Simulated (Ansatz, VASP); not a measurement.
## RbCd in VASP and in Ansatz

The input INCAR:

```
ALGO     = Normal         # electronic algorithm
EDIFF    = 1E-6           # SCF threshold, eV
EDIFFG   = -0.005         # ionic threshold
ENCUT    = 600            # plane-wave cutoff, eV
GGA      = PE             # functional
IBRION   = 2              # ionic algorithm
ISIF     = 3              # what is computed and relaxed
ISMEAR   = -1             # smearing method
LASPH    = T              # aspherical terms in the spheres
LCHARG   = F              # write CHGCAR
LREAL    = F              # projectors in reciprocal space
LWAVE    = F              # write WAVECAR
NELM     = 80             # most SCF steps
NSW      = 32             # ionic steps
PREC     = Accurate       # precision mode
SIGMA    = 0.05           # smearing width, eV
```

The input KPOINTS:

```
k-points
0
Gamma
  9 9 9
```

POSCAR

```
RbCd
1.0
    4.5683629778      0.0000000000      0.0000000000
    0.0000000000      4.5683629778      0.0000000000
    0.0000000000      0.0000000000      4.5683629778
Rb Cd
1 1
Direct
    0.0000000000      0.0000000000      0.0000000000
    0.5000000000      0.5000000000      0.5000000000
```

Input for Ansatz:

```yaml
crystal:
  lattice:
    - [4.5683629778, 0.0, 0.0]
    - [0.0, 4.5683629778, 0.0]
    - [0.0, 0.0, 4.5683629778]
  atoms:
    - { symbol: Rb, position: [0.0, 0.0, 0.0] }
    - { symbol: Cd, position: [0.5, 0.5, 0.5] }
kpoints:
  mp_grid: { grid: [9, 9, 9] }
scf:
  occupations: { method: fermi_dirac, width: 0.05 }
hamiltonian:
  xc: pbe
  pseudopotentials: { kind: all_electron, lapw: { basis_error: 0.0005 } }
output:
  forces: true
  stress: true
  eigenvalues: true
relax:
  f_tol: 0.005
  max_steps: 12
  cell: {}
```

Alike in both runs: task relaxation of cell and atoms; functional PBE; k mesh 9 × 9 × 9; occupations fermi-dirac, width 0.05 eV; no spin polarisation.

|  | VASP | Ansatz |
| --- | --- | --- |
| version | VASP 6.6.1 | Ansatz 0.2.0 |
| potentials or method | VASP PAW PBE potentials, release 64 (Rb_sv, Cd), cutoff 600 eV | all-electron LAPW, scalar-relativistic |

Ansatz gave:

```
relaxed volume (Å³/atom)                                        : 47.67
relaxed length of the cell vector where the two differ most in proportion (Å) : 4.568
```

**Question.** Which values does VASP return?

**Answer.** Relaxed volume (Å³/atom): 47.34; relaxed length of the cell vector where the two differ most in proportion (Å): 4.558.

Ansatz ran all-electron here, and VASP with PAW potentials.
